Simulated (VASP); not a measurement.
# Sn (I4_1/amd) in VASP: a series of runs

Sn is run at these levels: PBEsol; tasks: single point.

Everything below comes from runs of VASP 6.6.1. Logs are shortened: lines on timing, memory, paths and dates and some standing lists are left out, and cuts for length are marked.

### Step 1. The cell of the first run

The structure is tetragonal, space group I4_1/amd (No. 141). The conventional cell has a = 5.877 Å, b = 5.877 Å, c = 3.205 Å, α = 90.00°, β = 90.00°, γ = 90.00°. Within 4.0 Å of Sn (site symmetry -4m2) lie 10 Sn at 3.05 to 3.80 Å.

### Step 2. Single point, PBEsol (27.68 Å³/atom)

Input file INCAR:

```
PREC = Accurate ; ENCUT = 520
EDIFF = 1E-6 ; ISMEAR = 0
SIGMA = 0.1 ; LREAL = F
LASPH = T ; NELM = 80
ALGO = Fast ; ISIF = 2
LWAVE = F ; LCHARG = F
GGA = PS ; NBANDS = 21
```

Input file KPOINTS:

```
regular mesh
0
Gamma
  14 14 14
```

Input file POSCAR:

```
Sn
1.0
   -2.9387127953      2.9387127953      1.6026993987
    2.9387127953     -2.9387127953      1.6026993987
    2.9387127953      2.9387127953     -1.6026993987
Sn
2
Direct
    0.7500000000      0.2500000000      0.5000000000
    0.0000000000      0.0000000000      0.0000000000
```

Potentials or basis: VASP PAW PBE potentials, release 64 (Sn_d).

Run with:

```console
> cat potpaw_PBE.64/Sn_d/POTCAR > POTCAR
> mpirun -np 1 vasp_std > vasp.out
```

OUTCAR:

```text
PREC = Accurate
   ENCUT = 520
   EDIFF = 1E-6
   ISMEAR = 0
   LREAL = F
   LASPH = T
   NELM = 80
   ISIF = 2
   GGA = PS

 ion  position               nearest neighbor table
   1  0.750  0.250  0.500-   2 3.05   2 3.05   2 3.05   2 3.05
   2  0.000  0.000  0.000-   1 3.05   1 3.05   1 3.05   1 3.05

  LATTYP: Found a body centered tetragonal cell.
 ALAT       =     5.8774255906
 C/A-ratio  =     0.5453746284

  Lattice vectors:

 A1 = (  -2.9387127953,   2.9387127953,   1.6026993987)
 A2 = (   2.9387127953,  -2.9387127953,   1.6026993987)
 A3 = (   2.9387127953,   2.9387127953,  -1.6026993987)

Analysis of symmetry for initial positions (statically):
=====================================================================
 Subroutine PRICEL returns:
 Original cell was already a primitive cell.

 Routine SETGRP: Setting up the symmetry group for a
 body centered tetragonal supercell.

 Subroutine GETGRP returns: Found 16 space group operations
 (whereof  8 operations were pure point group operations)
 out of a pool of 16 trial point group operations.

The static configuration has the point symmetry D_2d.
 The point group associated with its full space group is D_4h.

Analysis of symmetry for dynamics (positions and initial velocities):
=====================================================================
 Subroutine PRICEL returns:
 Original cell was already a primitive cell.

 Routine SETGRP: Setting up the symmetry group for a
 body centered tetragonal supercell.

 Subroutine GETGRP returns: Found 16 space group operations
 (whereof  8 operations were pure point group operations)
 out of a pool of 16 trial point group operations.

The dynamic configuration has the point symmetry D_2d.
 The point group associated with its full space group is D_4h.

 Subroutine INISYM returns: Found 16 space group operations
 (whereof  8 operations are pure point group operations),
 and found     1 'primitive' translations

----------------------------------------------------------------------------------------

                                     Primitive cell

  volume of cell :      55.3639

  direct lattice vectors                    reciprocal lattice vectors
    -2.938712795  2.938712795  1.602699399     0.000000000  0.170142520  0.311973662
     2.938712795 -2.938712795  1.602699399     0.170142520  0.000000000  0.311973662
     2.938712795  2.938712795 -1.602699399     0.170142520  0.170142520  0.000000000

  length of vectors
     4.454291318  4.454291318  4.454291318     0.355353405  0.355353405  0.240617859
[... 80 lines left out ...]
   NELM   =     80;   NELMIN=  2; NELMDL= -5     # of ELM steps
   EDIFF  = 0.1E-05   stopping-criterion for ELM
   LREAL  =      F    real-space projection
   EDIFFG = 0.1E-04   stopping-criterion for IOM
   NSW    =      0    number of steps for IOM
   IBRION =     -1    ionic relax: 0-MD 1-quasi-New 2-CG
   NFREE  =      0    steps in history (QN), initial steepest desc. (CG)
   ISIF   =      2    stress and relaxation
   ISYM   =      2    0-nonsym 1-usesym 2-fastsym
   POTIM  = 0.5000    time-step for ionic-motion
   TEBEG  =    0.0;   TEEND  =   0.0 temperature during run
   PSTRESS=    0.0 pullay stress
   NELECT =      28.0000    total number of electrons
   NUPDOWN=      -1.0000    fix difference up-down
   EMIN   =  10.00;   EMAX   =-10.00  energy-range for DOS
   EFERMI =   0.00;   METHOD = LEGACY
   ISMEAR =     0;   SIGMA  =   0.10  broadening in eV -4-tet -1-fermi 0-gaus
   EFERMI_NEDOS =   21; number of points for ismear=-14 and -15
   IALGO  =     68    algorithm
   IMIX   =      4    mixing-type and parameters
     AMIX     =   0.40;   BMIX     =  1.00
     AMIX_MAG =   1.60;   BMIX_MAG =  1.00
  volume/ion in A,a.u.               =      27.68       186.81
  Fermi-wavevector in a.u.,A,eV,Ry     =   1.304324  2.464814 23.147052  1.701260
  Thomas-Fermi vector in A             =   2.435267
   LORBIT       =      0    0 simple, 1 ext, 2 COOP (PROOUT), +10 PAW based schemes
   GGA     = PS    functional components
   LHFCALC =     F    Hartree Fock is set to
   AEXX    =    0.0000 exact exchange contribution
   IVDW    =     0    specifies the selected vdW correction
   LEPSILON=     F    determine dielectric tensor
   LRPA    =     F    only Hartree local field effects (RPA)
 non-spin polarized calculation
 RMM-DIIS sequential band-by-band and
 Gauss-broadening in eV      SIGMA  =   0.10
  energy-cutoff  :      520.00
  volume of cell :       55.36
 maximum number of plane-waves:      1510
 NGX is ok and might be reduce to    36
   NGX = 17   NGY = 17   NGZ = 17

 number of electron      27.9999989 magnetization

 Free energy of the ion-electron system (eV)
  ---------------------------------------------------
  ext. energy  EPLUGINS =         0.00000000
  ---------------------------------------------------
  free energy    TOTEN  =        -8.51032212 eV

  energy without entropy =       -8.50393644  energy(sigma->0) =       -8.50712928

 E-fermi :   7.5553     XC(G=0): -10.3585

 val. band max:        7.5400971288   @ k =   0.2857   0.1429  -0.0000
 cond. band min:       7.5571312067   @ k =  -0.2857   0.2857   0.2143
 fundamental gap:      0.0170340779
 Fermi energy:         7.5553363220

 k-point     1 :       0.0000    0.0000    0.0000
  band No.  band energies     occupation
      1     -13.9526      2.00000
      2     -13.8693      2.00000
      3     -13.8312      2.00000
      4     -13.8164      2.00000
      5     -13.6769      2.00000
      6     -13.6769      2.00000
[... 565 lines left out ...]
     20      15.0963      0.00000
     21      16.4450      0.00000

 [... further k-points ...]

------------------------ aborting loop because EDIFF is reached ----------------------------------------

  FORCE on cell =-STRESS in cart. coord.  units (eV):
  Direction    XX          YY          ZZ          XY          YZ          ZX
  --------------------------------------------------------------------------------------
  -------------------------------------------------------------------------------------
  Total       -0.5567701     -0.5567701     -0.5352899      0.0000000      0.0000000      0.0000000
  in kB      -16.1123953    -16.1123953    -15.4907802      0.0000000      0.0000000      0.0000000
  external PRESSURE =     -15.9051903 kB  Pullay stress =       0.0000000 kB

 VOLUME and BASIS-vectors are now :
 -----------------------------------------------------------------------------
  energy-cutoff  :      520.00
  volume of cell :       55.36
      direct lattice vectors                 reciprocal lattice vectors
    -2.938712795  2.938712795  1.602699399     0.000000000  0.170142520  0.311973662
     2.938712795 -2.938712795  1.602699399     0.170142520  0.000000000  0.311973662
     2.938712795  2.938712795 -1.602699399     0.170142520  0.170142520  0.000000000

 POSITION                                       TOTAL-FORCE (eV/Angst)
 -----------------------------------------------------------------------------------
     -0.00000      2.93871      0.80135         0.000000     -0.000000     -0.000000
      0.00000      0.00000      0.00000        -0.000000      0.000000      0.000000
 -----------------------------------------------------------------------------------
    total drift:                               -0.000000      0.000000     -0.000000

  FREE ENERGIE OF THE ION-ELECTRON SYSTEM (eV)
  ---------------------------------------------------
  free  energy   TOTEN  =        -8.5103221180 eV

  energy  without entropy=       -8.5039364418  energy(sigma->0) =       -8.50712928
```

Run time: 4.8 min. Hardware: 1 thread of Intel Xeon Platinum 8259CL at 2.50GHz (Skylake/Cascade Lake), shared host; peak memory 0.37 GiB.

What came out:

- Free energy: -8.5103 eV
- Pressure: -1.6 GPa
- Band gap on the k mesh: zero (bands 14 and 15 overlap by 3.92 eV)

Caveat: the PAW data sets were made with another functional, which shifts forces and pressure a little; spin-orbit coupling is left out, which moves the levels of the heavy elements.

### Step 3. Single point, PBEsol (28.49 Å³/atom)

This run uses another cell than the first one, of 28.49 Å³/atom.

Input file INCAR:

```
SYSTEM = Sn
  PREC = Accurate
  ENCUT = 520
  EDIFF = 1E-6
  ISMEAR = 0
  SIGMA = 0.1
  LREAL = .False.
  LASPH = .True.
  NELM = 60
  ALGO = Fast
  ISIF = 2
  LWAVE = .False.
  LCHARG = .False.
  GGA = PS
  NBANDS = 21
```

Input file KPOINTS:

```
regular mesh
0
Gamma
  14 14 14
  0 0 0
```

Input file POSCAR:

```
Sn
1.0
   -2.9669713826      2.9669713826      1.6181109153
    2.9669713826     -2.9669713826      1.6181109153
    2.9669713826      2.9669713826     -1.6181109153
Sn
2
Direct
    0.7500000000      0.2500000000      0.5000000000
    0.0000000000      0.0000000000      0.0000000000
```

Potentials or basis: VASP PAW PBE potentials, release 64 (Sn_d).

Run with:

```console
> cat potpaw_PBE.64/Sn_d/POTCAR > POTCAR
> mpirun -np 1 vasp_std > vasp.out
```

Wall time 5.1 min (1 thread of Intel Xeon Platinum 8259CL at 2.50GHz (Skylake/Cascade Lake), shared host); peak memory 0.37 GiB.

Results (log left out):

```yaml
Free_energy: -8.4883 eV
Pressure: -2.9 GPa
Band_gap_on_the_k_mesh: zero (bands 14 and 15 overlap by 3.76 eV)
```

Stress tensor (GPa, compression positive):
```
-2.90  0.00  0.00
 0.00 -2.90  0.00
 0.00  0.00 -2.83
```

Levels at points of the mesh, in eV from the Fermi level:
```
           k point  band 12  band 13  band 14  band 15  band 16  band 17
(0.00, 0.00, 0.00)    -3.77    -1.83    -1.83     3.04     5.99     5.99
(0.50, 0.00, 0.00)    -5.26    -2.34    -1.57    -1.05     2.29     2.74
(0.50, 0.50, 0.00)    -8.64     0.62     0.62     1.49     1.49     5.79
(0.50, 0.50, 0.50)    -7.42    -4.53    -4.53     4.86     4.86     8.93
```

Caveat: the PAW data sets were made with another functional, which shifts forces and pressure a little; spin-orbit coupling is left out, which moves the levels of the heavy elements.
